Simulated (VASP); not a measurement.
A run of VASP 6.6.1:

File INCAR:

```
SYSTEM = CuO
ALGO = Normal
EDIFF = 1E-6
ENCUT = 820
GGA_COMPAT = .False.
ISIF = 2
ISMEAR = -1
LASPH = .True.
LCHARG = .False.
LREAL = .False.
LWAVE = .False.
NBANDS = 33
NELM = 120
PREC = Accurate
SIGMA = 0.05
```

The input KPOINTS:

```
k-points
0
Gamma
  10 10 5
  0 0 0
```

Contents of POSCAR:

```
CuO
1.0
    2.3755039530     -1.7359471401      0.0000000000
    2.3755039530      1.7359471401      0.0000000000
   -0.8718742338      0.0000000000      5.1260186872
Cu O
2 2
Direct
    0.0032000000      0.4968000000      0.0000000000
    0.4968000000      0.0032000000      0.5000000000
    0.5714000000      0.4056000000      0.2537000000
    0.4056000000      0.5714000000      0.7537000000
```

Potentials or basis: VASP PAW LDA potentials, release 64 (Cu_sv_GW, O).

Launch:

```sh
$ cat potpaw_LDA.64/Cu_sv_GW/POTCAR potpaw_LDA.64/O/POTCAR > POTCAR
$ mpirun -np 1 vasp_std > vasp.out
```

Hardware: 1 thread of Intel(R) Xeon(R) Platinum 8488C (Sapphire Rapids) (shared host).

Q: Estimate the wall time of this run.

A: Wall time 4.4 min on 1 thread of Intel(R) Xeon(R) Platinum 8488C (Sapphire Rapids) (shared host), peak memory 0.44 GiB. Counts: scf iterations 14, k points 141.
